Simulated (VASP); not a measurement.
Write the native input for VASP 6.6.1 that does the following.

- Task: single point
- Functional: PBE
- Potentials or basis: VASP PAW PBE potentials, release 64 (Si, C)
- Cutoff: 520 eV
- k mesh: 3 × 3 × 3
- Occupations: gaussian, width 0.01 eV
- Spin: no spin polarisation
- Dipole correction: no
- Further INCAR settings: LREAL = Auto; ALGO = Normal; EDIFF = 1e-06; NBANDS = 46

The structure of SiC lies in POSCAR:

```
SiC
1.0
    0.0000000000      4.3797259402     -4.3797259402
    4.3797259402      4.3797259402      0.0000000000
    4.3797259402      0.0000000000     -4.3797259402
Si C
8 8
Direct
    0.1250000000      0.1250000000      0.1250000000
    0.1250000000      0.6250000000      0.1250000000
    0.6250000000      0.1250000000      0.1250000000
    0.6250000000      0.6250000000      0.1250000000
    0.1250000000      0.1250000000      0.6250000000
    0.1250000000      0.6250000000      0.6250000000
    0.6250000000      0.1250000000      0.6250000000
    0.6250000000      0.6250000000      0.6250000000
    0.0000000000      0.0000000000      0.5000000000
    0.0000000000      0.5000000000      0.5000000000
    0.5000000000      0.0000000000      0.5000000000
    0.5000000000      0.5000000000      0.5000000000
    0.0000000000      0.0000000000      1.0000000000
    0.0000000000      0.5000000000      1.0000000000
    0.5000000000      0.0000000000      1.0000000000
    0.5000000000      0.5000000000      1.0000000000
```

One way to write it, as run:

INCAR

```
SYSTEM = SiC
ALGO     = Normal         ! electronic algorithm
EDIFF    = 1E-6           ! SCF threshold, eV
ENCUT    = 520            ! plane-wave cutoff, eV
GGA      = PE             ! functional
ISIF     = 2              ! what is computed and relaxed
ISMEAR   = 0              ! smearing method
LASPH    = .True.         ! aspherical terms in the spheres
LCHARG   = .False.        ! write CHGCAR
LREAL    = Auto         
LWAVE    = .False.        ! write WAVECAR
NBANDS   = 46             ! bands
NELM     = 100            ! most SCF steps
PREC     = Accurate       ! precision mode
SIGMA    = 0.01           ! smearing width, eV
```

KPOINTS

```
k-points
0
Gamma
  3 3 3
  0 0 0
```

Potentials or basis: VASP PAW PBE potentials, release 64 (Si, C).

Command:

```console
$ cat potpaw_PBE.64/Si/POTCAR potpaw_PBE.64/C/POTCAR > POTCAR
$ mpirun -np 1 vasp_std > vasp.out
```

Results of the run:

* Pressure: 0.0 GPa
* Band gap on the k mesh: 1.36 eV

Run time: 120 s on 1 thread of Intel Xeon 8259CL (shared host), peak memory 0.3 GiB.
